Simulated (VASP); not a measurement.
MnO, 4 atoms in the cell. Symmetry: P6_3mc, No. 186, hexagonal system. The conventional cell has a = 3.458 Å, b = 3.458 Å, c = 5.119 Å, α = 90.00°, β = 90.00°, γ = 120.00°. Mn (site symmetry 3m) has 4 O at 2.05 to 2.09 Å within 2.7 Å. O (site symmetry 3m) has 4 Mn at 2.05 to 2.09 Å within 2.7 Å. 

```yaml
Program: VASP 6.6.1
Task: relaxation of shape and atoms at fixed volume
Functional: PBE
Dispersion: D3(BJ)
Potentials_or_basis: VASP PAW PBE potentials, release 64 (Mn_pv, O)
Cutoff: 600 eV
k_mesh: 8 × 8 × 4
Occupations: gaussian, width 0.05 eV
Spin: collinear spin, ferromagnetic start
Starting_moments: "[4.47, 4.47, 0.0, 0.0] μB"
Hubbard_terms: Mn d U = 3.9 eV
Dipole_correction: no
Further_INCAR_settings: ALGO = Normal; EDIFF = 1e-07; IBRION = 2; EDIFFG = -0.02; NSW = 60; ISIF = 4
```

Potentials or basis: VASP PAW PBE potentials, release 64 (Mn_pv, O).

Launch:

```sh
$ cat potpaw_PBE.64/Mn_pv/POTCAR potpaw_PBE.64/O/POTCAR > POTCAR
$ mpirun -np 1 vasp_std > vasp.out
```

Hardware: 1 thread of Intel(R) Xeon(R) Platinum 8375C CPU @ 2.90GHz (Ice Lake), on a shared host.

Q: How long does it take, and how much memory?

A: Wall time 37 min on 1 thread of Intel(R) Xeon(R) Platinum 8375C CPU @ 2.90GHz (Ice Lake), on a shared host, peak memory 0.27 GiB. Counts: scf iterations 341, k points 30, ion steps 38.
